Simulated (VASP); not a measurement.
# Zr6Ga (Pm-3m) in VASP: single point with PBE

Aim: the single point of Zr6Ga with PBE.

Everything below comes from runs of VASP 6.6.1. Logs are shortened: lines on timing, memory, paths and dates and some standing lists are left out, and cuts for length are marked.

**1. The cell of the first run**

The structure is cubic, space group Pm-3m (No. 221). Conventional cell: a = 4.865 Å, b = 4.865 Å, c = 4.865 Å, α = 90.00°, β = 90.00°, γ = 90.00°. Zr (site symmetry 4mm) has 5 Zr at 1.98 to 2.04 Å within 2.6 Å. Ga (site symmetry m-3m) has 24 Zr at 3.58 Å and 6 Ga at 4.87 Å within 4.9 Å.

The cell was built from a structure type or drawn by symmetry, and may not be a known phase.

**2. Single point, PBE**

INCAR reads:

```
SYSTEM = Zr6Ga
PREC = Accurate
ENCUT = 520
EDIFF = 1E-6
ISMEAR = 0
SIGMA = 0.1
LREAL = .FALSE.
LASPH = .TRUE.
NELM = 100
ALGO = Normal
ISIF = 2
LWAVE = .FALSE.
LCHARG = .FALSE.
GGA = PE
NBANDS = 52
```

KPOINTS reads:

```
regular mesh
0
G
  4 4 4
  0 0 0
```

POSCAR reads:

```
Zr6Ga
1.0
    4.8651863800      0.0000000000      0.0000000000
    0.0000000000      4.8651863800      0.0000000000
    0.0000000000      0.0000000000      4.8651863800
Zr Ga
6 1
Direct
    0.2031388100      0.5000000000      0.5000000000
    0.5000000000      0.5000000000      0.7968611900
    0.5000000000      0.5000000000      0.2031388100
    0.5000000000      0.2031388100      0.5000000000
    0.5000000000      0.7968611900      0.5000000000
    0.7968611900      0.5000000000      0.5000000000
    0.0000000000      0.0000000000      0.0000000000
```

Potentials or basis: VASP PAW PBE potentials, release 64 (Zr_sv, Ga_d).

Run with:

```
$ cat potpaw_PBE.64/Zr_sv/POTCAR potpaw_PBE.64/Ga_d/POTCAR > POTCAR
$ mpirun -np 1 vasp_std > vasp.out
```

OUTCAR:

```text
SYSTEM = Zr6Ga
   PREC = Accurate
   ENCUT = 520
   EDIFF = 1E-6
   ISMEAR = 0
   LREAL = .FALSE.
   LASPH = .TRUE.
   NELM = 100
   ISIF = 2
   GGA = PE

 ion  position               nearest neighbor table
   1  0.203  0.500  0.500-   6 1.98   3 2.04   4 2.04   5 2.04   2 2.04   6 2.89   3 3.71   4 3.71
                             2 3.71   5 3.71   2 3.71   3 3.71   4 3.71   5 3.71
   2  0.500  0.500  0.797-   3 1.98   1 2.04   4 2.04   5 2.04   6 2.04   3 2.89   1 3.71   4 3.71
                             1 3.71   4 3.71   5 3.71   6 3.71   5 3.71   6 3.71
   3  0.500  0.500  0.203-   2 1.98   1 2.04   4 2.04   5 2.04   6 2.04   2 2.89   1 3.71   4 3.71
                             1 3.71   4 3.71   5 3.71   6 3.71   5 3.71   6 3.71
   4  0.500  0.203  0.500-   5 1.98   2 2.04   3 2.04   1 2.04   6 2.04   5 2.89   3 3.71   1 3.71
                             2 3.71   1 3.71   2 3.71   3 3.71   6 3.71   6 3.71
   5  0.500  0.797  0.500-   4 1.98   2 2.04   3 2.04   1 2.04   6 2.04   4 2.89   1 3.71   1 3.71
                             2 3.71   3 3.71   6 3.71   2 3.71   3 3.71   6 3.71
   6  0.797  0.500  0.500-   1 1.98   2 2.04   3 2.04   4 2.04   5 2.04   1 2.89   2 3.71   3 3.71
                             4 3.71   5 3.71   4 3.71   2 3.71   5 3.71   3 3.71
   7  0.000  0.000  0.000-

  LATTYP: Found a simple cubic cell.
 ALAT       =     4.8651863800

  Lattice vectors:

 A1 = (   4.8651863800,   0.0000000000,   0.0000000000)
 A2 = (   0.0000000000,   4.8651863800,   0.0000000000)
 A3 = (   0.0000000000,   0.0000000000,   4.8651863800)

Analysis of symmetry for initial positions (statically):
=====================================================================
 Subroutine PRICEL returns:
 Original cell was already a primitive cell.

 Routine SETGRP: Setting up the symmetry group for a
 simple cubic supercell.

 Subroutine GETGRP returns: Found 48 space group operations
 (whereof 48 operations were pure point group operations)
 out of a pool of 48 trial point group operations.

The static configuration has the point symmetry O_h .

Analysis of symmetry for dynamics (positions and initial velocities):
=====================================================================
 Subroutine PRICEL returns:
 Original cell was already a primitive cell.

 Routine SETGRP: Setting up the symmetry group for a
 simple cubic supercell.

 Subroutine GETGRP returns: Found 48 space group operations
 (whereof 48 operations were pure point group operations)
 out of a pool of 48 trial point group operations.

The dynamic configuration has the point symmetry O_h .

 Subroutine INISYM returns: Found 48 space group operations
 (whereof 48 operations are pure point group operations),
 and found     1 'primitive' translations

----------------------------------------------------------------------------------------

                                     Primitive cell

  volume of cell :     115.1591

  direct lattice vectors                    reciprocal lattice vectors
     4.865186380  0.000000000  0.000000000     0.205541971  0.000000000  0.000000000
     0.000000000  4.865186380  0.000000000     0.000000000  0.205541971  0.000000000
     0.000000000  0.000000000  4.865186380     0.000000000  0.000000000  0.205541971

  length of vectors
     4.865186380  4.865186380  4.865186380     0.205541971  0.205541971  0.205541971

  position of ions in fractional coordinates (direct lattice)
     0.203138810  0.500000000  0.500000000
     0.500000000  0.500000000  0.796861190
     0.500000000  0.500000000  0.203138810
     0.500000000  0.203138810  0.500000000
     0.500000000  0.796861190  0.500000000
     0.796861190  0.500000000  0.500000000
     0.000000000  0.000000000  0.000000000

  ion indices of the primitive-cell ions
   primitive index   ion index
                 1           1
                 2           2
                 3           3
                 4           4
                 5           5
                 6           6
                 7           7

----------------------------------------------------------------------------------------

 KPOINTS: regular mesh

Automatic generation of k-mesh.
 Grid dimensions read from file:
 generate k-points for:    4    4    4

 Generating k-lattice:

  Cartesian coordinates                     Fractional coordinates (reciprocal lattice)
     0.051385493  0.000000000  0.000000000     0.250000000  0.000000000  0.000000000
     0.000000000  0.051385493  0.000000000     0.000000000  0.250000000  0.000000000
     0.000000000  0.000000000  0.051385493     0.000000000  0.000000000  0.250000000

  Length of vectors
     0.051385493  0.051385493  0.051385493

  Shift w.r.t. Gamma in fractional coordinates (k-lattice)
     0.000000000  0.000000000  0.000000000

 Subroutine IBZKPT returns following result:
 ===========================================

 Found     10 irreducible k-points:

 Following reciprocal coordinates:
            Coordinates               Weight
  0.000000  0.000000  0.000000      1.000000
  0.250000  0.000000  0.000000      6.000000
  0.500000  0.000000  0.000000      3.000000
  0.250000  0.250000  0.000000     12.000000
  0.500000  0.250000  0.000000     12.000000
  0.500000  0.500000  0.000000      3.000000
  0.250000  0.250000  0.250000      8.000000
  0.500000  0.250000  0.250000     12.000000
  0.500000  0.500000  0.250000      6.000000
  0.500000  0.500000  0.500000      1.000000
   k-points           NKPTS =     10   k-points in BZ     NKDIM =     10   number of bands    NBANDS=     52
   number of dos      NEDOS =    301   number of ions     NIONS =      7
   total plane-waves  NPLWV =  46656
   dimension x,y,z NGX =    36 NGY =   36 NGZ =   36
   dimension x,y,z NGXF=    72 NGYF=   72 NGZF=   72
   ions per type =               6   1
   NGX,Y,Z   is equivalent  to a cutoff of  12.30, 12.30, 12.30 a.u.
   NGXF,Y,Z  is equivalent  to a cutoff of  24.60, 24.60, 24.60 a.u.
 SYSTEM =  Zr6Ga
   PREC   = accura    normal or accurate (medium, high low for compatibility)
   ISTART =      0    job   : 0-new  1-cont  2-samecut
   ICHARG =      2    charge: 1-file 2-atom 10-const
   ISPIN  =      1    spin polarized calculation?
   LNONCOLLINEAR =      F non collinear calculations
   LSORBIT =      F    spin-orbit coupling
   LASPH  =      T    aspherical Exc in radial PAW
   ENCUT  =  520.0 eV  38.22 Ry    6.18 a.u.   9.05  9.05  9.05*2*pi/ulx,y,z
   NELM   =    100;   NELMIN=  2; NELMDL= -5     # of ELM steps
   EDIFF  = 0.1E-05   stopping-criterion for ELM
   LREAL  =      F    real-space projection
   EDIFFG = 0.1E-04   stopping-criterion for IOM
   NSW    =      0    number of steps for IOM
   IBRION =     -1    ionic relax: 0-MD 1-quasi-New 2-CG
   NFREE  =      0    steps in history (QN), initial steepest desc. (CG)
   ISIF   =      2    stress and relaxation
   ISYM   =      2    0-nonsym 1-usesym 2-fastsym
   POTIM  = 0.5000    time-step for ionic-motion
   TEBEG  =    0.0;   TEEND  =   0.0 temperature during run
   PSTRESS=    0.0 pullay stress
   NELECT =      85.0000    total number of electrons
   NUPDOWN=      -1.0000    fix difference up-down
   EMIN   =  10.00;   EMAX   =-10.00  energy-range for DOS
   EFERMI =   0.00;   METHOD = LEGACY
   ISMEAR =     0;   SIGMA  =   0.10  broadening in eV -4-tet -1-fermi 0-gaus
   EFERMI_NEDOS =   21; number of points for ismear=-14 and -15
   IALGO  =     38    algorithm
   IMIX   =      4    mixing-type and parameters
     AMIX     =   0.40;   BMIX     =  1.00
     AMIX_MAG =   1.60;   BMIX_MAG =  1.00
  volume/ion in A,a.u.               =      16.45       111.02
  Fermi-wavevector in a.u.,A,eV,Ry     =   1.479500  2.795850 29.782071  2.188920
  Thomas-Fermi vector in A             =   2.593650
   LORBIT       =      0    0 simple, 1 ext, 2 COOP (PROOUT), +10 PAW based schemes
   GGA     = PE    functional components
   LHFCALC =     F    Hartree Fock is set to
   AEXX    =    0.0000 exact exchange contribution
   IVDW    =     0    specifies the selected vdW correction
   LEPSILON=     F    determine dielectric tensor
   LRPA    =     F    only Hartree local field effects (RPA)
 non-spin polarized calculation
 Gauss-broadening in eV      SIGMA  =   0.10
  energy-cutoff  :      520.00
  volume of cell :      115.16
 maximum number of plane-waves:      3136
   NGX = 19   NGY = 19   NGZ = 19

 number of electron      85.0000019 magnetization

 Free energy of the ion-electron system (eV)
  ---------------------------------------------------
  ext. energy  EPLUGINS =         0.00000000
  ---------------------------------------------------
  free energy    TOTEN  =         9.58577102 eV

  energy without entropy =        9.60462839  energy(sigma->0) =        9.59519971

 E-fermi :  11.4966     XC(G=0): -11.8755

 val. band max:       11.4691775827   @ k =   0.2500   0.2500   0.2500
 cond. band min:      11.5152952899   @ k =   0.5000   0.0000   0.0000
 fundamental gap:      0.0461177072
 Fermi energy:        11.4966031957

 k-point     1 :       0.0000    0.0000    0.0000
  band No.  band energies     occupation
      1     -42.2528      2.00000
      2     -37.4234      2.00000
      3     -37.4234      2.00000
      4     -37.4234      2.00000
      5     -37.2970      2.00000
      6     -37.2970      2.00000
[... 44 lines left out ...]
     51      15.7446      0.00000
     52      15.7447      0.00000

 k-point     2 :       0.2500    0.0000    0.0000
  band No.  band energies     occupation
      1     -42.1450      2.00000
      2     -38.4997      2.00000
      3     -37.4225      2.00000
      4     -37.4225      2.00000
      5     -37.2970      2.00000
      6     -36.2542      2.00000
[... 44 lines left out ...]
     51      13.9283      0.00000
     52      15.4652      0.00000
[... 383 lines left out ...]
     51      14.0910      0.00000
     52      14.5461      0.00000

 k-point    10 :       0.5000    0.5000    0.5000
  band No.  band energies     occupation
      1     -41.4060      2.00000
      2     -39.0105      2.00000
      3     -39.0105      2.00000
      4     -39.0105      2.00000
      5     -34.9896      2.00000
      6     -34.9896      2.00000
[... 44 lines left out ...]
     51      15.5191      0.00000
     52      15.6122      0.00000

------------------------ aborting loop because EDIFF is reached ----------------------------------------

  FORCE on cell =-STRESS in cart. coord.  units (eV):
  Direction    XX          YY          ZZ          XY          YZ          ZX
  --------------------------------------------------------------------------------------
  -------------------------------------------------------------------------------------
  Total      142.3940551    142.3940551    142.3940551      0.0000000      0.0000000     -0.0000000
  in kB     1981.0890324   1981.0890324   1981.0890324      0.0000000      0.0000000     -0.0000000
  external PRESSURE =    1981.0890324 kB  Pullay stress =       0.0000000 kB

 VOLUME and BASIS-vectors are now :
 -----------------------------------------------------------------------------
  energy-cutoff  :      520.00
  volume of cell :      115.16
      direct lattice vectors                 reciprocal lattice vectors
     4.865186380  0.000000000  0.000000000     0.205541971  0.000000000  0.000000000
     0.000000000  4.865186380  0.000000000     0.000000000  0.205541971  0.000000000
     0.000000000  0.000000000  4.865186380     0.000000000  0.000000000  0.205541971

 POSITION                                       TOTAL-FORCE (eV/Angst)
 -----------------------------------------------------------------------------------
      0.98831      2.43259      2.43259       -24.318959     -0.000000     -0.000000
      2.43259      2.43259      3.87688        -0.000000      0.000000     24.318959
      2.43259      2.43259      0.98831        -0.000000     -0.000000    -24.318959
      2.43259      0.98831      2.43259        -0.000000    -24.318959     -0.000000
      2.43259      3.87688      2.43259        -0.000000     24.318959     -0.000000
      3.87688      2.43259      2.43259        24.318959      0.000000     -0.000000
      0.00000      0.00000      0.00000        -0.000000     -0.000000     -0.000000
 -----------------------------------------------------------------------------------
    total drift:                                0.000000      0.000000      0.000000

  FREE ENERGIE OF THE ION-ELECTRON SYSTEM (eV)
  ---------------------------------------------------
  free  energy   TOTEN  =         9.5857710244 eV

  energy  without entropy=        9.6046283870  energy(sigma->0) =        9.59519971
```

It took 41 s on 1 thread of Intel Xeon Platinum 8375C at 2.90GHz (Ice Lake), shared host; peak memory 0.22 GiB.

Results:

| Quantity | Value |
| --- | --- |
| Free energy | 9.5858 eV |
| Pressure | 198.1 GPa |
| Largest force | 24.319 eV/Å |
| Band gap on the k mesh | zero (an odd number of electrons rules out a gap without spin polarisation) |

Forces on the atoms (eV/Å):
```
Zr  -24.319   0.000   0.000
Zr    0.000   0.000  24.319
Zr    0.000   0.000 -24.319
Zr    0.000 -24.319   0.000
Zr    0.000  24.319   0.000
Zr   24.319   0.000   0.000
Ga    0.000   0.000   0.000
```

Caveat: atoms lie so close that the PAW spheres overlap strongly, which falsifies energies and pressures; the cell stands under pressure; forces of over 1 eV/Å act on the atoms, so gaps and moduli don't describe the material at rest.
